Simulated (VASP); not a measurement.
Wanted: the native input for a VASP 6.6.1 run.

| Item | Value |
| --- | --- |
| Task | single point |
| Functional | LDA |
| Potentials or basis | VASP PAW LDA potentials, release 64 (Pd) |
| Cutoff | 520 eV |
| k mesh | 11 × 11 × 11 |
| Occupations | fermi-dirac, width 0.1 eV |
| Spin | no spin polarisation |
| Dipole correction | no |
| Further INCAR settings | ALGO = Normal; EDIFF = 1e-06; NBANDS = 11 |

The structure of Pd lies in POSCAR:

```
Pd
1.0
    0.0000000000      1.9211411165      1.9211411165
    1.9211411165      0.0000000000      1.9211411165
    1.9211411165      1.9211411165      0.0000000000
Pd
1
Direct
    0.0000000000      0.0000000000      0.0000000000
```

The input as run:

INCAR

```
  ALGO = Normal
  EDIFF = 1E-6
  ENCUT = 520
  ISIF = 2
  ISMEAR = -1
  LASPH = T
  LCHARG = F
  LREAL = F
  LWAVE = F
  NBANDS = 11
  NELM = 100
  PREC = Accurate
  SIGMA = 0.1
```

KPOINTS

```
k-points
0
Gamma
  11 11 11
```

Potentials or basis: VASP PAW LDA potentials, release 64 (Pd).

Launch:

```sh
$ cat potpaw_LDA.64/Pd/POTCAR > POTCAR
$ mpirun -np 1 vasp_std > vasp.out
```

It gave:

```json
{
 "Pressure": "0.5 GPa",
 "Band gap on the k mesh": "zero (band 5 reaches 10.54 eV, above the bottom of band 6 at 8.92 eV)"
}
```

Run time: 6.2 s on 1 thread of Intel(R) Xeon(R) Platinum 8259CL CPU @ 2.50GHz (Skylake/Cascade Lake) (shared host), peak memory 0.12 GiB.
